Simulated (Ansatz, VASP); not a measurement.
## Two plane-wave programs on Pd

```
Pd
1.0
     0.01459    1.94490    1.94490
     1.95949    0.00000    1.95949
     1.94490    1.94490    0.01459
Pd
1
Direct
  0.00000 0.00000 0.00000
```

Change from the starting cell: strain +0.0150 x Voigt [0, 0, 0, 0, 1, 0], atoms carried along.

Alike in both runs: task single point; functional PBE; k mesh 20 × 20 × 20; occupations gaussian, width 0.15 eV; no spin polarisation.

|  | VASP | Ansatz |
| --- | --- | --- |
| version | VASP 6.6.1 | Ansatz 0.2.0 |
| potentials or method | VASP PAW PBE potentials, release 64 (Pd), cutoff 520 eV | scalar-relativistic, plane waves, PAW |
| valence electrons in the cell | 10 | 18 |

|  | VASP | Ansatz | Ansatz less VASP |
| --- | --- | --- | --- |
| gap on the k mesh at the Fermi level (eV) | none | none | - |
| pressure (GPa) | 7.4 | 7.7 | +0.31 |
| traceless stress, the component that is largest in VASP (GPa) | -1.21 | -1.22 | -0.004 |

A gap of «none» marks a metal or a gap that the smearing closes. VASP's potentials hold 10 valence electrons a cell and Ansatz's 18, so a difference there can come from the potentials and not from the codes.
